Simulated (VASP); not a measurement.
Here is a VASP 6.6.1 calculation.

The input INCAR:

```
  PREC = Accurate
  ENCUT = 520
  EDIFF = 1E-7
  ISMEAR = 0
  SIGMA = 0.05
  LREAL = F
  LASPH = T
  NELM = 150
  ALGO = Normal
  ISIF = 2
  LWAVE = F
  LCHARG = T
  ISPIN = 2
  MAGMOM = 0.05 0.05 0 0
  LORBIT = 11
  LMAXMIX = 4
  LDAU = T
  LDAUTYPE = 2
  LDAUL = 2 -1 -1
  LDAUU = 3.3 0 0
  LDAUJ = 0 0 0
  LDAUPRINT = 1
  GGA = PE
  LELF = T
  LVHAR = T
  NBANDS = 28
```

KPOINTS

```
Automatic mesh
0
Gamma
  10 10 10
```

The input POSCAR:

```
CoPdO2
1.0
    1.4259196805      0.8232551114      5.9314470661
   -1.4259196805      0.8232551114      5.9314470661
    0.0000000000     -1.6465102227      5.9314470661
Co Pd O
1 1 2
Direct
    0.5000000000      0.5000000000      0.5000000000
    0.0000000000      0.0000000000      0.0000000000
    0.1121907613      0.1121907613      0.1121907613
    0.8878092387      0.8878092387      0.8878092387
```

Potentials or basis: VASP PAW PBE potentials, release 64 (Co, Pd, O).

Run with:

```console
$ cat potpaw_PBE.64/Co/POTCAR potpaw_PBE.64/Pd/POTCAR potpaw_PBE.64/O/POTCAR > POTCAR
$ mpirun -np 1 vasp_std > vasp.out
```

Question: What does it give for the pressure?

Answer: 1.5 GPa.

Question: What does it give for the largest force?

Answer: 0.069 eV/Å.

Question: What does it give for the net moment?

Answer: 0.00 μB per cell.

Forces in eV/Å, atoms in the order of the input:
```
Co   0.000  0.000  0.000
Pd   0.000  0.000  0.000
O    0.000  0.000  0.069
O    0.000  0.000 -0.069
```
